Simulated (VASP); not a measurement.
# Sc3Te (Fm-3m) in VASP: single point with PBE

Aim: the single point of Sc3Te with PBE.

All numbers are computed with VASP 6.6.1; they aren't measurements. Logs are shortened: lines on timing, memory, paths and dates and some standing lists are left out, and cuts for length are marked.

**1. The cell of the first run**

Symmetry: Fm-3m, No. 225, cubic system. Conventional cell: a = 7.143 Å, b = 7.143 Å, c = 7.143 Å, α = 90.00°, β = 90.00°, γ = 90.00°. Within 4.1 Å of Sc (site symmetry -43m) lie 10 Sc at 3.09 to 3.57 Å and 4 Te at 3.09 Å. Within 4.1 Å of Sc (site symmetry m-3m) lie 8 Sc at 3.09 Å and 6 Te at 3.57 Å. Te (site symmetry m-3m) has 14 Sc at 3.09 to 3.57 Å within 4.1 Å.

The cell was generated, and may not be a known phase.

**2. Single point, PBE, collinear spin**

Input file INCAR:

```
PREC = Accurate
ENCUT = 520
EDIFF = 1E-7
ISMEAR = 0
SIGMA = 0.1
LREAL = False
LASPH = True
NELM = 150
ALGO = Fast
ISIF = 2
LWAVE = False
LCHARG = True
ISPIN = 2
MAGMOM = 0 0 0.33 0
LORBIT = 11
LMAXMIX = 4
GGA = PE
LELF = True
LVHAR = True
NBANDS = 32
```

Input file KPOINTS:

```
Automatic mesh
0
Gamma
  12 12 12
```

Input file POSCAR:

```
Sc3Te
1.0
    0.0000000000      3.5716362166      3.5716362166
    3.5716362166      0.0000000000      3.5716362166
    3.5716362166      3.5716362166      0.0000000000
Sc Te
3 1
Direct
    0.2500000000      0.2500000000      0.2500000000
    0.7500000000      0.7500000000      0.7500000000
    0.5000000000      0.5000000000      0.5000000000
    0.0000000000      0.0000000000      0.0000000000
```

Potentials or basis: VASP PAW PBE potentials, release 64 (Sc_sv, Te).

Run with:

```console
cat potpaw_PBE.64/Sc_sv/POTCAR potpaw_PBE.64/Te/POTCAR > POTCAR
mpirun -np 1 vasp_std > vasp.out
```

OUTCAR:

```text
PREC = Accurate
   ENCUT = 520
   EDIFF = 1E-7
   ISMEAR = 0
   LREAL = False
   LASPH = True
   NELM = 150
   ISIF = 2
   ISPIN = 2
   LORBIT = 11
   GGA = PE

 ion  position               nearest neighbor table
   1  0.250  0.250  0.250-   4 3.09   4 3.09   4 3.09   3 3.09   4 3.09   3 3.09   3 3.09   3 3.09

   2  0.750  0.750  0.750-   3 3.09   3 3.09   3 3.09   3 3.09   4 3.09   4 3.09   4 3.09   4 3.09

   3  0.500  0.500  0.500-   1 3.09   1 3.09   1 3.09   1 3.09   2 3.09   2 3.09   2 3.09   2 3.09

   4  0.000  0.000  0.000-   2 3.09   2 3.09   2 3.09   1 3.09   2 3.09   1 3.09   1 3.09   1 3.09

  LATTYP: Found a face centered cubic cell.
 ALAT       =     7.1432724332

  Lattice vectors:

 A1 = (   0.0000000000,   3.5716362166,   3.5716362166)
 A2 = (   3.5716362166,   0.0000000000,   3.5716362166)
 A3 = (   3.5716362166,   3.5716362166,   0.0000000000)

Analysis of symmetry for initial positions (statically):
=====================================================================
 Subroutine PRICEL returns:
 Original cell was already a primitive cell.

 Routine SETGRP: Setting up the symmetry group for a
 face centered cubic supercell.

 Subroutine GETGRP returns: Found 48 space group operations
 (whereof 48 operations were pure point group operations)
 out of a pool of 48 trial point group operations.

The static configuration has the point symmetry O_h .

Analysis of symmetry for dynamics (positions and initial velocities):
=====================================================================
 Subroutine PRICEL returns:
 Original cell was already a primitive cell.

 Routine SETGRP: Setting up the symmetry group for a
 face centered cubic supercell.

 Subroutine GETGRP returns: Found 48 space group operations
 (whereof 48 operations were pure point group operations)
 out of a pool of 48 trial point group operations.

The dynamic configuration has the point symmetry O_h .

Analysis of structural, dynamic, and magnetic symmetry:
=====================================================================
 Subroutine PRICEL returns:
 Original cell was already a primitive cell.

 Routine SETGRP: Setting up the symmetry group for a
 face centered cubic supercell.

 Subroutine GETGRP returns: Found 48 space group operations
 (whereof 48 operations were pure point group operations)
 out of a pool of 48 trial point group operations.

The overall configuration has the point symmetry O_h .

 Subroutine INISYM returns: Found 48 space group operations
 (whereof 48 operations are pure point group operations),
 and found     1 'primitive' translations

----------------------------------------------------------------------------------------

                                     Primitive cell

  volume of cell :      91.1238

  direct lattice vectors                    reciprocal lattice vectors
     0.000000000  3.571636217  3.571636217    -0.139991861  0.139991861  0.139991861
     3.571636217  0.000000000  3.571636217     0.139991861 -0.139991861  0.139991861
     3.571636217  3.571636217  0.000000000     0.139991861  0.139991861 -0.139991861

  length of vectors
     5.051056377  5.051056377  5.051056377     0.242473016  0.242473016  0.242473016

  position of ions in fractional coordinates (direct lattice)
     0.250000000  0.250000000  0.250000000
     0.750000000  0.750000000  0.750000000
     0.500000000  0.500000000  0.500000000
     0.000000000  0.000000000  0.000000000

  ion indices of the primitive-cell ions
   primitive index   ion index
                 1           1
                 2           2
                 3           3
                 4           4

----------------------------------------------------------------------------------------

 KPOINTS: Automatic mesh

Automatic generation of k-mesh.
 Grid dimensions read from file:
 generate k-points for:   12   12   12

 Generating k-lattice:

  Cartesian coordinates                     Fractional coordinates (reciprocal lattice)
    -0.011665988  0.011665988  0.011665988     0.083333333  0.000000000  0.000000000
     0.011665988 -0.011665988  0.011665988     0.000000000  0.083333333  0.000000000
     0.011665988  0.011665988 -0.011665988     0.000000000  0.000000000  0.083333333

  Length of vectors
     0.020206085  0.020206085  0.020206085

  Shift w.r.t. Gamma in fractional coordinates (k-lattice)
     0.000000000  0.000000000  0.000000000

 Subroutine IBZKPT returns following result:
 ===========================================

 Found     72 irreducible k-points:

 Following reciprocal coordinates:
            Coordinates               Weight
  0.000000  0.000000  0.000000      1.000000
  0.083333  0.000000  0.000000      8.000000
  0.166667  0.000000  0.000000      8.000000
  0.250000  0.000000  0.000000      8.000000
  0.333333  0.000000  0.000000      8.000000
  0.416667  0.000000  0.000000      8.000000
[... 16 lines left out ...]
  0.500000  0.166667  0.000000     24.000000
 -0.416667  0.166667  0.000000     24.000000
 [... further k-points ...]
   k-points           NKPTS =     72   k-points in BZ     NKDIM =     72   number of bands    NBANDS=     32
   number of dos      NEDOS =    301   number of ions     NIONS =      4
   total plane-waves  NPLWV =  64000
   dimension x,y,z NGX =    40 NGY =   40 NGZ =   40
   dimension x,y,z NGXF=    80 NGYF=   80 NGZF=   80
   ions per type =               3   1
   NGX,Y,Z   is equivalent  to a cutoff of  13.17, 13.17, 13.17 a.u.
   NGXF,Y,Z  is equivalent  to a cutoff of  26.33, 26.33, 26.33 a.u.
 SYSTEM =  unknown system
   PREC   = accura    normal or accurate (medium, high low for compatibility)
   ISTART =      0    job   : 0-new  1-cont  2-samecut
   ICHARG =      2    charge: 1-file 2-atom 10-const
   ISPIN  =      2    spin polarized calculation?
   LNONCOLLINEAR =      F non collinear calculations
   LSORBIT =      F    spin-orbit coupling
   LASPH  =      T    aspherical Exc in radial PAW
   ENCUT  =  520.0 eV  38.22 Ry    6.18 a.u.   9.39  9.39  9.39*2*pi/ulx,y,z
   NELM   =    150;   NELMIN=  2; NELMDL= -5     # of ELM steps
   EDIFF  = 0.1E-06   stopping-criterion for ELM
   LREAL  =      F    real-space projection
   EDIFFG = 0.1E-05   stopping-criterion for IOM
   NSW    =      0    number of steps for IOM
   IBRION =     -1    ionic relax: 0-MD 1-quasi-New 2-CG
   NFREE  =      0    steps in history (QN), initial steepest desc. (CG)
   ISIF   =      2    stress and relaxation
   ISYM   =      2    0-nonsym 1-usesym 2-fastsym
   POTIM  = 0.5000    time-step for ionic-motion
   TEBEG  =    0.0;   TEEND  =   0.0 temperature during run
   PSTRESS=    0.0 pullay stress
   NELECT =      39.0000    total number of electrons
   NUPDOWN=      -1.0000    fix difference up-down
   EMIN   =  10.00;   EMAX   =-10.00  energy-range for DOS
   EFERMI =   0.00;   METHOD = LEGACY
   ISMEAR =     0;   SIGMA  =   0.10  broadening in eV -4-tet -1-fermi 0-gaus
   EFERMI_NEDOS =   21; number of points for ismear=-14 and -15
   IALGO  =     68    algorithm
   IMIX   =      4    mixing-type and parameters
     AMIX     =   0.40;   BMIX     =  1.00
     AMIX_MAG =   1.60;   BMIX_MAG =  1.00
  volume/ion in A,a.u.               =      22.78       153.73
  Fermi-wavevector in a.u.,A,eV,Ry     =   1.233727  2.331406 20.709195  1.522083
  Thomas-Fermi vector in A             =   2.368446
   LORBIT       =     11    0 simple, 1 ext, 2 COOP (PROOUT), +10 PAW based schemes
   GGA     = PE    functional components
   LHFCALC =     F    Hartree Fock is set to
   AEXX    =    0.0000 exact exchange contribution
   IVDW    =     0    specifies the selected vdW correction
   LEPSILON=     F    determine dielectric tensor
   LRPA    =     F    only Hartree local field effects (RPA)
 spin polarized calculation
 RMM-DIIS sequential band-by-band and
 Gauss-broadening in eV      SIGMA  =   0.10
  energy-cutoff  :      520.00
  volume of cell :       91.12
 maximum number of plane-waves:      2481
 NGX is ok and might be reduce to    40
   NGX = 19   NGY = 19   NGZ = 19

 number of electron      39.0000007 magnetization       0.7988091

 Free energy of the ion-electron system (eV)
  ---------------------------------------------------
  ext. energy  EPLUGINS =         0.00000000
  ---------------------------------------------------
  free energy    TOTEN  =       -22.62084209 eV

  energy without entropy =      -22.59059926  energy(sigma->0) =      -22.60572068

 E-fermi :   6.4325     XC(G=0): -10.3949

 val. band max:        6.4317379628   @ k =  -0.4167   0.4167   0.0833
 cond. band min:       6.4337171160   @ k =   0.3333   0.2500   0.0000
 fundamental gap:      0.0019791532
 Fermi energy:         6.4325493088

 spin component 1

 k-point     1 :       0.0000    0.0000    0.0000
  band No.  band energies     occupation
      1     -43.1620      1.00000
      2     -43.0706      1.00000
      3     -43.0481      1.00000
      4     -21.9039      1.00000
      5     -21.9039      1.00000
      6     -21.9039      1.00000
[... 805 lines left out ...]
     30       9.4385      0.00000
     31       9.9142      0.00000

 [... further k-points ...]

 spin component 2

 k-point     1 :       0.0000    0.0000    0.0000
  band No.  band energies     occupation
      1     -43.0403      1.00000
      2     -43.0036      1.00000
      3     -42.8436      1.00000
      4     -21.7367      1.00000
      5     -21.7367      1.00000
      6     -21.7367      1.00000
[... 805 lines left out ...]
     30       9.5554      0.00000
     31      10.0602      0.00000

 [... further k-points ...]

 [bands above 31 left out]

------------------------ aborting loop because EDIFF is reached ----------------------------------------

  FORCE on cell =-STRESS in cart. coord.  units (eV):
  Direction    XX          YY          ZZ          XY          YZ          ZX
  --------------------------------------------------------------------------------------
  -------------------------------------------------------------------------------------
  Total        0.0191714      0.0191714      0.0191714     -0.0000000      0.0000000      0.0000000
  in kB        0.3370805      0.3370805      0.3370805     -0.0000000      0.0000000      0.0000000
  external PRESSURE =       0.3370805 kB  Pullay stress =       0.0000000 kB

 VOLUME and BASIS-vectors are now :
 -----------------------------------------------------------------------------
  energy-cutoff  :      520.00
  volume of cell :       91.12
      direct lattice vectors                 reciprocal lattice vectors
     0.000000000  3.571636217  3.571636217    -0.139991861  0.139991861  0.139991861
     3.571636217  0.000000000  3.571636217     0.139991861 -0.139991861  0.139991861
     3.571636217  3.571636217  0.000000000     0.139991861  0.139991861 -0.139991861

 POSITION                                       TOTAL-FORCE (eV/Angst)
 -----------------------------------------------------------------------------------
      1.78582      1.78582      1.78582         0.000000      0.000000     -0.000000
      5.35745      5.35745      5.35745        -0.000000     -0.000000      0.000000
      3.57164      3.57164      3.57164        -0.000000      0.000000     -0.000000
      0.00000      0.00000      0.00000        -0.000000     -0.000000     -0.000000
 -----------------------------------------------------------------------------------
    total drift:                               -0.000000     -0.000000      0.000000

  FREE ENERGIE OF THE ION-ELECTRON SYSTEM (eV)
  ---------------------------------------------------
  free  energy   TOTEN  =       -22.6208420923 eV

  energy  without entropy=      -22.5905992609  energy(sigma->0) =      -22.60572068

 total charge

# of ion       s       p       d       tot
------------------------------------------
    1        2.211   6.101   1.161   9.473
    2        2.211   6.101   1.161   9.473
    3        2.293   6.054   1.176   9.523
    4        1.350   1.902   0.096   3.348
--------------------------------------------------
tot          8.066  20.157   3.593  31.816

 magnetization (x)

# of ion       s       p       d       tot
------------------------------------------
    1        0.003   0.020   0.071   0.094
    2        0.003   0.020   0.071   0.094
    3        0.007   0.010   0.318   0.335
    4        0.002  -0.014   0.003  -0.009
--------------------------------------------------
tot          0.016   0.035   0.463   0.514
```

It took 25 min on 1 thread of Intel Xeon 8259CL, shared host; peak memory 0.5 GiB.

Results:

```yaml
Free_energy: -22.6208 eV
Pressure: 0.0 GPa
Net_moment: 0.80 μB per cell
Site_moments: Sc +0.09, +0.34 (each value once); Te -0.01 μB
Valence_electrons_inside_the_program's_atomic_spheres: Sc 9.47, 9.52 (each value once); Te 3.35
```

Caveat: a moment this small can come from the mesh or the smearing; spin-orbit coupling is left out, which moves the levels of the heavy elements.
